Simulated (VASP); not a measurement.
BaMgAsF, 8 atoms in the cell. It takes space group P4/nmm (No. 129, tetragonal). Conventional cell: a = 4.418 Å, b = 4.418 Å, c = 9.687 Å, α = 90.00°, β = 90.00°, γ = 90.00°. Ba (site symmetry 4mm) has 4 F at 2.67 Å and 4 As at 3.60 Å within 3.6 Å. Within 3.6 Å of As (site symmetry 4mm) lie 4 Mg at 2.71 Å and 4 Ba at 3.60 Å. Mg (site symmetry -4m2) has 4 As at 2.71 Å and 4 Mg at 3.12 Å within 3.6 Å. Within 3.5 Å of F (site symmetry -4m2) lie 4 Ba at 2.67 Å and 4 F at 3.12 Å. 

| Item | Value |
| --- | --- |
| Program | VASP 6.6.1 |
| Task | relaxation of cell and atoms |
| Functional | LDA |
| Potentials or basis | VASP PAW LDA potentials, release 64 (Ba_sv, As, Mg, F) |
| Cutoff | 600 eV |
| k mesh | 6 × 6 × 4 |
| Occupations | gaussian, width 0.02 eV |
| Spin | no spin polarisation |
| Dipole correction | no |
| Further INCAR settings | ALGO = Normal; EDIFF = 1e-06; IBRION = 2; EDIFFG = -0.005; NSW = 70; ISIF = 3 |

Potentials or basis: VASP PAW LDA potentials, release 64 (Ba_sv, As, Mg, F).

Run with:

```console
$ cat potpaw_LDA.64/Ba_sv/POTCAR potpaw_LDA.64/As/POTCAR potpaw_LDA.64/Mg/POTCAR potpaw_LDA.64/F/POTCAR > POTCAR
$ mpirun -np 1 vasp_std > vasp.out
```

Hardware: 1 thread of Intel Xeon 8259CL, with other jobs on the host.

**Question.** Estimate the wall time of this run.

**Answer.** Wall time 28 min on 1 thread of Intel Xeon 8259CL, with other jobs on the host, peak memory 0.42 GiB. Counts: scf iterations 70, k points 30, ion steps 10.
